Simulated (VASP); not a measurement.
Set up this calculation in VASP 6.6.1, as the native input.

```yaml
Task: single point
Functional: PBE
Potentials_or_basis: VASP PAW PBE potentials, release 64 (Hg, Se)
Cutoff: 520 eV
k_mesh: 12 × 12 × 10
Occupations: gaussian, width 0.1 eV
Spin: no spin polarisation
Dipole_correction: no
Further_INCAR_settings: ALGO = Normal; EDIFF = 1e-07; NBANDS = 22
```

The structure of Hg2Se lies in POSCAR:

```
Hg2Se
1.0
    4.1532357539      0.0000000000      0.0000000000
   -2.0766178769      3.5968076708      0.0000000000
    0.0000000000      0.0000000000      5.1302253869
Hg Se
2 1
Direct
    0.6666666667      0.3333333333      0.1822306621
    0.3333333333      0.6666666667      0.8177693379
    0.0000000000      0.0000000000      0.5000000000
```

One way to write it, as run:

INCAR

```
SYSTEM = Hg2Se
  PREC = Accurate
  ENCUT = 520
  EDIFF = 1E-7
  ISMEAR = 0
  SIGMA = 0.1
  LREAL = .FALSE.
  LASPH = .TRUE.
  NELM = 100
  ALGO = Normal
  ISIF = 2
  LWAVE = .FALSE.
  LCHARG = .FALSE.
  GGA = PE
  NBANDS = 22
```

KPOINTS

```
Automatic mesh
0
G
  12 12 10
  0 0 0
```

Potentials or basis: VASP PAW PBE potentials, release 64 (Hg, Se).

Command:

```console
$ cat potpaw_PBE.64/Hg/POTCAR potpaw_PBE.64/Se/POTCAR > POTCAR
$ mpirun -np 1 vasp_std > vasp.out
```

It gave:

| Property | Result |
| --- | --- |
| Pressure | 0.3 GPa |
| Largest force | 0.010 eV/Å |
| Band gap on the k mesh | zero (band 15 reaches 3.34 eV, above the bottom of band 16 at 0.39 eV) |

Caveat: spin-orbit coupling is left out, which moves the levels of the heavy elements.

Run time: 110 s on 1 thread of Intel(R) Xeon(R) Platinum 8488C (Sapphire Rapids), on a shared host, peak memory 0.38 GiB.
